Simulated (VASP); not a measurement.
Wanted: the native input for a VASP 6.6.1 run.

```
Task                   : single point
Functional             : PBEsol
Potentials or basis    : VASP PAW PBE potentials, release 64 (Cu)
Cutoff                 : 520 eV
k mesh                 : 24 × 24 × 24
Occupations            : gaussian, width 0.15 eV
Spin                   : no spin polarisation
Dipole correction      : no
Further INCAR settings : ALGO = Normal; EDIFF = 1e-06; NBANDS = 12
```

The structure of Cu lies in POSCAR:

```
Cu
1.0
   -1.4067234870      1.4067234870      1.3072773775
    1.4067234870     -1.4067234870      1.3072773775
    1.4067234870      1.4067234870     -1.3072773775
Cu
1
Direct
    0.0000000000      0.0000000000      0.0000000000
```

This cell differs from its parent crystal: strain -0.025 along x and y, -0.050 along z.

These files were run (other wordings do the same):

INCAR

```
SYSTEM = Cu
PREC = Accurate
ENCUT = 520
EDIFF = 1E-6
ISMEAR = 0
SIGMA = 0.15
LREAL = .False.
LASPH = .True.
NELM = 60
ALGO = Normal
ISIF = 2
LWAVE = .False.
LCHARG = .False.
GGA = PS
NBANDS = 12
```

KPOINTS

```
regular mesh
0
Gamma
  24 24 24
  0 0 0
```

Potentials or basis: VASP PAW PBE potentials, release 64 (Cu).

Command:

```console
$ cat potpaw_PBE.64/Cu/POTCAR > POTCAR
$ mpirun -np 1 vasp_std > vasp.out
```

It gave:

| Item | Value |
| --- | --- |
| Pressure | 20.3 GPa |

Caveat: the cell differs from its parent crystal (strain -0.025 along x and y, -0.050 along z); the PAW data sets were made with another functional, which shifts forces and pressure a little.

Run time: 3.4 min on 1 thread of AMD EPYC 7R13, on a shared host, peak memory 0.2 GiB.
